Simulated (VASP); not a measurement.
# Zr (P6_3/mmc) in VASP: a series of runs

Zr is run at these levels: r2SCAN; tasks: single point, relaxation of cell and atoms.

All numbers are computed with VASP 6.6.1; they aren't measurements. Logs are shortened: lines on timing, memory, paths and dates and some standing lists are left out, and cuts for length are marked.

**1. The cell of the first run**

It takes space group P6_3/mmc (No. 194, hexagonal). Conventional cell: a = 3.243 Å, b = 3.243 Å, c = 5.169 Å, α = 90.00°, β = 90.00°, γ = 120.00°. Within 4.2 Å of Zr (site symmetry -6m2) lie 12 Zr at 3.19 to 3.24 Å.

**2. Single point, r2SCAN**

File POSCAR:

```
Zr
1.0
    3.2434453157      0.0000000029      0.0000000000
   -1.6217226604      2.8089060378      0.0000000000
    0.0000000000      0.0000000000      5.1685456425
Zr
2
Direct
    0.3333333333      0.6666666667      0.2500000000
    0.6666666667      0.3333333333      0.7500000000
```

File INCAR.step1:

```
SYSTEM = Zr
  ALGO = Normal
  EDIFF = 1E-4
  ENCUT = 520
  GGA = PE
  ISMEAR = -1
  LASPH = .TRUE.
  LCHARG = .FALSE.
  LREAL = .FALSE.
  LWAVE = .TRUE.
  NBANDS = 19
  NELM = 60
  PREC = Accurate
  SIGMA = 0.15
```

File INCAR.step2:

```
SYSTEM = Zr
  ALGO = Normal
  EDIFF = 1E-7
  ENCUT = 520
  ISIF = 2
  ISMEAR = -1
  ISTART = 1
  LASPH = .TRUE.
  LCHARG = .FALSE.
  LMIXTAU = .TRUE.
  LREAL = .FALSE.
  LWAVE = .FALSE.
  METAGGA = R2SCAN
  NBANDS = 19
  NELM = 60
  PREC = Accurate
  SIGMA = 0.15
```

File KPOINTS:

```
k-points
0
G
  12 12 8
  0 0 0
```

Potentials or basis: VASP PAW PBE potentials, release 64 (Zr_sv).

Started as:

```console
> cat potpaw_PBE.64/Zr_sv/POTCAR > POTCAR
> cp INCAR.step1 INCAR
> mpirun -np 1 vasp_std > vasp.out
> cp INCAR.step2 INCAR
> mpirun -np 1 vasp_std > vasp.out
```

OUTCAR:

```text
SYSTEM = Zr
   EDIFF = 1E-7
   ENCUT = 520
   ISIF = 2
   ISMEAR = -1
   ISTART = 1
   LASPH = .TRUE.
   LREAL = .FALSE.
   METAGGA = R2SCAN
   NELM = 60
   PREC = Accurate

 ion  position               nearest neighbor table
   1  0.333  0.667  0.250-   2 3.19   2 3.19   2 3.19   2 3.19   2 3.19   2 3.19
   2  0.667  0.333  0.750-   1 3.19   1 3.19   1 3.19   1 3.19   1 3.19   1 3.19

  LATTYP: Found a hexagonal cell.
 ALAT       =     3.2434453157
 C/A-ratio  =     1.5935356201

  Lattice vectors:

 A1 = (   3.2434453157,   0.0000000029,   0.0000000000)
 A2 = (  -1.6217226604,   2.8089060378,   0.0000000000)
 A3 = (   0.0000000000,   0.0000000000,   5.1685456425)

Analysis of symmetry for initial positions (statically):
=====================================================================
 Subroutine PRICEL returns:
 Original cell was already a primitive cell.

 Routine SETGRP: Setting up the symmetry group for a
 hexagonal supercell.

 Subroutine GETGRP returns: Found 24 space group operations
 (whereof 12 operations were pure point group operations)
 out of a pool of 24 trial point group operations.

The static configuration has the point symmetry D_3d.
 The point group associated with its full space group is D_6h.

Analysis of symmetry for dynamics (positions and initial velocities):
=====================================================================
 Subroutine PRICEL returns:
 Original cell was already a primitive cell.

 Routine SETGRP: Setting up the symmetry group for a
 hexagonal supercell.

 Subroutine GETGRP returns: Found 24 space group operations
 (whereof 12 operations were pure point group operations)
 out of a pool of 24 trial point group operations.

The dynamic configuration has the point symmetry D_3d.
 The point group associated with its full space group is D_6h.

 Subroutine INISYM returns: Found 24 space group operations
 (whereof 12 operations are pure point group operations),
 and found     1 'primitive' translations

----------------------------------------------------------------------------------------

                                     Primitive cell

  volume of cell :      47.0882

  direct lattice vectors                    reciprocal lattice vectors
     3.243445316  0.000000003  0.000000000     0.308314123  0.178005243  0.000000000
    -1.621722660  2.808906038  0.000000000    -0.000000000  0.356010485  0.000000000
[... 82 lines left out ...]
   LASPH  =      T    aspherical Exc in radial PAW
   ENCUT  =  520.0 eV  38.22 Ry    6.18 a.u.   6.03  6.03  9.61*2*pi/ulx,y,z
   NELM   =     60;   NELMIN=  2; NELMDL=  0     # of ELM steps
   EDIFF  = 0.1E-06   stopping-criterion for ELM
   LREAL  =      F    real-space projection
   EDIFFG = 0.1E-05   stopping-criterion for IOM
   NSW    =      0    number of steps for IOM
   IBRION =     -1    ionic relax: 0-MD 1-quasi-New 2-CG
   NFREE  =      0    steps in history (QN), initial steepest desc. (CG)
   ISIF   =      2    stress and relaxation
   ISYM   =      2    0-nonsym 1-usesym 2-fastsym
   POTIM  = 0.5000    time-step for ionic-motion
   TEBEG  =    0.0;   TEEND  =   0.0 temperature during run
   PSTRESS=    0.0 pullay stress
   NELECT =      24.0000    total number of electrons
   NUPDOWN=      -1.0000    fix difference up-down
   EMIN   =  10.00;   EMAX   =-10.00  energy-range for DOS
   EFERMI =   0.00;   METHOD = LEGACY
   ISMEAR =    -1;   SIGMA  =   0.15  broadening in eV -4-tet -1-fermi 0-gaus
   EFERMI_NEDOS =   21; number of points for ismear=-14 and -15
   IALGO  =     38    algorithm
   IMIX   =      4    mixing-type and parameters
     AMIX     =   0.40;   BMIX     =  1.00
     AMIX_MAG =   1.60;   BMIX_MAG =  1.00
  volume/ion in A,a.u.               =      23.54       158.88
  Fermi-wavevector in a.u.,A,eV,Ry     =   1.307699  2.471193 23.267013  1.710077
  Thomas-Fermi vector in A             =   2.438416
   LORBIT       =      0    0 simple, 1 ext, 2 COOP (PROOUT), +10 PAW based schemes
   METAGGA = R2SCAN    functional components
   LHFCALC =     F    Hartree Fock is set to
   AEXX    =    0.0000 exact exchange contribution
   IVDW    =     0    specifies the selected vdW correction
   LEPSILON=     F    determine dielectric tensor
   LRPA    =     F    only Hartree local field effects (RPA)
 non-spin polarized calculation
  energy-cutoff  :      520.00
  volume of cell :       47.09
 maximum number of plane-waves:      1296
   NGX = 13   NGY = 13   NGZ = 19

 number of electron      24.0000001 magnetization

 Free energy of the ion-electron system (eV)
  ---------------------------------------------------
  ext. energy  EPLUGINS =         0.00000000
  ---------------------------------------------------
  free energy    TOTEN  =       -45.56836731 eV

  energy without entropy =      -45.42128430  energy(sigma->0) =      -45.49482581

 E-fermi :   8.8706     XC(G=0): -11.8955

 val. band max:        8.8651326976   @ k =   0.1667   0.0000   0.3750
 cond. band min:       8.8893126660   @ k =   0.0000   0.0000   0.3750
 fundamental gap:      0.0241799684
 Fermi energy:         8.8706485346

 k-point     1 :       0.0000    0.0000    0.0000
  band No.  band energies     occupation
      1     -41.6537      2.00000
      2     -41.4946      2.00000
      3     -19.4882      2.00000
      4     -18.6073      2.00000
      5     -18.6073      2.00000
      6     -18.4674      2.00000
[... 505 lines left out ...]
      6     -18.7606      2.00000
[... 11 lines left out ...]
     18      12.9036      0.00000
     19      14.2767      0.00000

 [... further k-points ...]

------------------------ aborting loop because EDIFF is reached ----------------------------------------

  FORCE on cell =-STRESS in cart. coord.  units (eV):
  Direction    XX          YY          ZZ          XY          YZ          ZX
  --------------------------------------------------------------------------------------
  -------------------------------------------------------------------------------------
  Total        0.0004946      0.0004946     -0.0048601     -0.0000000      0.0000000      0.0000000
  in kB        0.0168294      0.0168294     -0.1653659     -0.0000000      0.0000000      0.0000000
  external PRESSURE =      -0.0439024 kB  Pullay stress =       0.0000000 kB

 VOLUME and BASIS-vectors are now :
 -----------------------------------------------------------------------------
  energy-cutoff  :      520.00
  volume of cell :       47.09
      direct lattice vectors                 reciprocal lattice vectors
     3.243445316  0.000000003  0.000000000     0.308314123  0.178005243  0.000000000
    -1.621722660  2.808906038  0.000000000    -0.000000000  0.356010485  0.000000000
     0.000000000  0.000000000  5.168545642     0.000000000  0.000000000  0.193478024

 POSITION                                       TOTAL-FORCE (eV/Angst)
 -----------------------------------------------------------------------------------
     -0.00000      1.87260      1.29214        -0.000000      0.000000      0.000000
      1.62172      0.93630      3.87641         0.000000     -0.000000      0.000000
 -----------------------------------------------------------------------------------
    total drift:                                0.000000     -0.000000      0.000000

  FREE ENERGIE OF THE ION-ELECTRON SYSTEM (eV)
  ---------------------------------------------------
  free  energy   TOTEN  =       -45.5683673145 eV

  energy  without entropy=      -45.4212843033  energy(sigma->0) =      -45.49482581
```

It took 2.8 min on 1 thread of Intel Xeon Platinum 8488C (Sapphire Rapids), shared host; peak memory 0.21 GiB.

What came out:

```yaml
Free_energy: -45.5684 eV
Pressure: 0.0 GPa
Band_gap_on_the_k_mesh: zero (band 12 reaches 9.89 eV, above the bottom of band 13 at 8.70 eV)
```

Caveat: the PAW data sets were made with another functional, which shifts forces and pressure a little.

**3. Relaxation of cell and atoms, r2SCAN**

File POSCAR:

```
Zr
1.0
    3.2392314100      0.0000000000      0.0000000000
   -1.6196157100      2.8052566900      0.0000000000
    0.0000000000      0.0000000000      5.1722200000
Zr
2
Direct
    0.3333333300      0.6666666700      0.2500000000
    0.6666666700      0.3333333300      0.7500000000
```

File INCAR.step1:

```
SYSTEM = Zr
  ALGO = Normal
  EDIFF = 1E-4
  ENCUT = 600
  GGA = PE
  ISMEAR = 0
  LASPH = .TRUE.
  LCHARG = .FALSE.
  LREAL = .FALSE.
  LWAVE = .TRUE.
  NELM = 100
  PREC = Accurate
  SIGMA = 0.1
```

File INCAR.step2:

```
SYSTEM = Zr
  ALGO = Normal
  EDIFF = 1E-6
  EDIFFG = -0.002
  ENCUT = 600
  IBRION = 2
  ISIF = 3
  ISMEAR = 0
  ISTART = 1
  LASPH = .TRUE.
  LCHARG = .FALSE.
  LMIXTAU = .TRUE.
  LREAL = .FALSE.
  LWAVE = .FALSE.
  METAGGA = R2SCAN
  NELM = 100
  NSW = 100
  PREC = Accurate
  SIGMA = 0.1
```

KPOINTS is that of step 2.

Potentials or basis: VASP PAW PBE potentials, release 64 (Zr_sv).

Started as:

```console
> cat potpaw_PBE.64/Zr_sv/POTCAR > POTCAR
> cp INCAR.step1 INCAR
> mpirun -np 1 vasp_std > vasp.out
> cp INCAR.step2 INCAR
> mpirun -np 1 vasp_std > vasp.out
```

OUTCAR:

```text
SYSTEM = Zr
   EDIFF = 1E-6
   EDIFFG = -0.002
   ENCUT = 600
   IBRION = 2
   ISIF = 3
   ISMEAR = 0
   ISTART = 1
   LASPH = .TRUE.
   LREAL = .FALSE.
   METAGGA = R2SCAN
   NELM = 100
   NSW = 100
   PREC = Accurate

 ion  position               nearest neighbor table
   1  0.333  0.667  0.250-   2 3.19   2 3.19   2 3.19   2 3.19   2 3.19   2 3.19
   2  0.667  0.333  0.750-   1 3.19   1 3.19   1 3.19   1 3.19   1 3.19   1 3.19

  LATTYP: Found a hexagonal cell.
 ALAT       =     3.2392314100
 C/A-ratio  =     1.5967429755

  Lattice vectors:

 A1 = (   3.2392314100,   0.0000000000,   0.0000000000)
 A2 = (  -1.6196157100,   2.8052566900,   0.0000000000)
 A3 = (   0.0000000000,   0.0000000000,   5.1722200000)

Analysis of symmetry for initial positions (statically):
=====================================================================
 Subroutine PRICEL returns:
 Original cell was already a primitive cell.

 Routine SETGRP: Setting up the symmetry group for a
 hexagonal supercell.

 Subroutine GETGRP returns: Found 24 space group operations
 (whereof 12 operations were pure point group operations)
 out of a pool of 24 trial point group operations.
[... 174 lines left out ...]
  -------------------------------------------------------------------------------------
  Total        0.0528833      0.0528833     -0.0984174     -0.0000000     -0.0000000     -0.0000000
  in kB        1.8027588      1.8027588     -3.3549862     -0.0000000     -0.0000000     -0.0000000
  external PRESSURE =       0.0835105 kB  Pullay stress =       0.0000000 kB
[... 239 lines left out ...]
--------------------------------------- Ionic step        8  -------------------------------------------

 number of electron      24.0000000 magnetization

 Free energy of the ion-electron system (eV)
  ---------------------------------------------------
  ext. energy  EPLUGINS =         0.00000000
  ---------------------------------------------------
  free energy    TOTEN  =       -45.50112824 eV

  energy without entropy =      -45.49334647  energy(sigma->0) =      -45.49723735

 E-fermi :   8.9452     XC(G=0): -11.9013

 val. band max:        8.9156470399   @ k =   0.0000   0.0000   0.3750
 cond. band min:       8.9515689953   @ k =   0.1667  -0.0000   0.2500
 fundamental gap:      0.0359219554
 Fermi energy:         8.9452365923

 k-point     1 :       0.0000    0.0000    0.0000
  band No.  band energies     occupation
      1     -41.6447      2.00000
      2     -41.4829      2.00000
      3     -19.4888      2.00000
      4     -18.5965      2.00000
      5     -18.5965      2.00000
      6     -18.4570      2.00000
[... 433 lines left out ...]
      3     -19.2460      2.00000
      4     -19.0666      2.00000
      5     -18.9846      2.00000
      6     -18.7497      2.00000
[... 8 lines left out ...]
     15      10.2107      0.00000
     16      12.5760      0.00000

 [... further k-points ...]

------------------------ aborting loop because EDIFF is reached ----------------------------------------

  FORCE on cell =-STRESS in cart. coord.  units (eV):
  Direction    XX          YY          ZZ          XY          YZ          ZX
  --------------------------------------------------------------------------------------
  -------------------------------------------------------------------------------------
  Total       -0.0006623     -0.0006623     -0.0033579      0.0000000      0.0000000      0.0000000
  in kB       -0.0225702     -0.0225702     -0.1144285      0.0000000      0.0000000      0.0000000
  external PRESSURE =      -0.0531896 kB  Pullay stress =       0.0000000 kB
[... 17 lines left out ...]
  FREE ENERGIE OF THE ION-ELECTRON SYSTEM (eV)
  ---------------------------------------------------
  free  energy   TOTEN  =       -45.5011282358 eV

  energy  without entropy=      -45.4933464673  energy(sigma->0) =      -45.49723735

 reached required accuracy - stopping structural energy minimisation
```

OSZICAR.step1:

```text
N       E                     dE             d eps       ncg     rms          rms(c)
DAV:   1     0.237610446549E+03    0.23761E+03   -0.14607E+04  3040   0.166E+03
DAV:   2    -0.223912549830E+01   -0.23985E+03   -0.23772E+03  3768   0.435E+02
DAV:   3    -0.174549385304E+02   -0.15216E+02   -0.15013E+02  5832   0.834E+01
DAV:   4    -0.177594589246E+02   -0.30452E+00   -0.30449E+00  3272   0.131E+01
DAV:   5    -0.177682940087E+02   -0.88351E-02   -0.88349E-02  4904   0.144E+00    0.141E+01
DAV:   6    -0.171574396211E+02    0.61085E+00   -0.98039E-01  3120   0.873E+00    0.550E+00
DAV:   7    -0.170378612467E+02    0.11958E+00   -0.63751E-01  4392   0.613E+00    0.113E+00
DAV:   8    -0.170436226841E+02   -0.57614E-02   -0.39876E-02  3952   0.169E+00    0.296E-01
DAV:   9    -0.170438852109E+02   -0.26253E-03   -0.20474E-03  3680   0.489E-01    0.359E-02
DAV:  10    -0.170438353271E+02    0.49884E-04   -0.47278E-05  2592   0.519E-02
   1 F= -.17043835E+02 E0= -.17038455E+02  d E =-.107615E-01
```

It took 16 min on 1 thread of Intel Xeon Platinum 8488C (Sapphire Rapids), shared host; peak memory 0.24 GiB.

Results:

```
Free energy                            : -45.5011 eV
Relaxed volume                         : 23.51 Å³/atom
Relaxed cell                           : a = 3.245 Å, b = 3.245 Å, c = 5.155 Å, α = 90.00°, β = 90.00°, γ = 120.00°
Space group after relaxing (to 0.05 Å) : P6_3/mmc (No. 194)
Energy gained by relaxing              : 0.1 meV/atom
Ionic steps                            : 8
Pressure after relaxing                : 0.0 GPa
Band gap on the k mesh                 : zero (band 12 reaches 9.90 eV, above the bottom of band 13 at 8.72 eV)
```

The path:
```
step  energy change (eV)  largest force (eV/Å)  pressure (GPa)  volume (Å³)
   1              0.0000                0.0000            0.01        47.00
   2             -0.0002                0.0000            0.02        47.01
   3             -0.0003                0.0000            0.02        47.01
   4             -0.0003                0.0000            0.01        47.01
   5             -0.0003                0.0000            0.02        47.01
   6             -0.0003                0.0000           -0.01        47.03
   7             -0.0003                0.0000           -0.02        47.02
   8             -0.0003                0.0000           -0.01        47.02
```

Final structure:
```cif
data_structure
_symmetry_space_group_name_H-M 'P 1'
_symmetry_Int_Tables_number 1
_cell_length_a 3.2450
_cell_length_b 3.2450
_cell_length_c 5.1555
_cell_angle_alpha 90.000
_cell_angle_beta 90.000
_cell_angle_gamma 120.000
_cell_volume 47.02
loop_
_atom_site_label
_atom_site_type_symbol
_atom_site_fract_x
_atom_site_fract_y
_atom_site_fract_z
_atom_site_occupancy
Zr1 Zr 0.33333 0.66667 0.25000 1
Zr2 Zr 0.66667 0.33333 0.75000 1
```

Levels at points of the mesh, in eV from the Fermi level:
| k point | band 10 | band 11 | band 12 | band 13 | band 14 | band 15 |
| --- | --- | --- | --- | --- | --- | --- |
| (0.00, 0.00, 0.00) | -3.19 | 0.96 | 0.96 | 1.00 | 1.14 | 1.70 |
| (0.50, 0.00, 0.00) | -2.65 | -2.23 | -0.41 | 0.66 | 0.84 | 1.57 |
| (0.00, 0.00, 0.50) | -4.21 | 0.02 | 0.02 | 0.87 | 0.87 | 0.87 |
| (0.50, 0.00, 0.50) | -2.99 | -1.08 | -1.08 | 1.54 | 1.54 | 2.38 |

Caveat: the PAW data sets were made with another functional, which shifts forces and pressure a little.
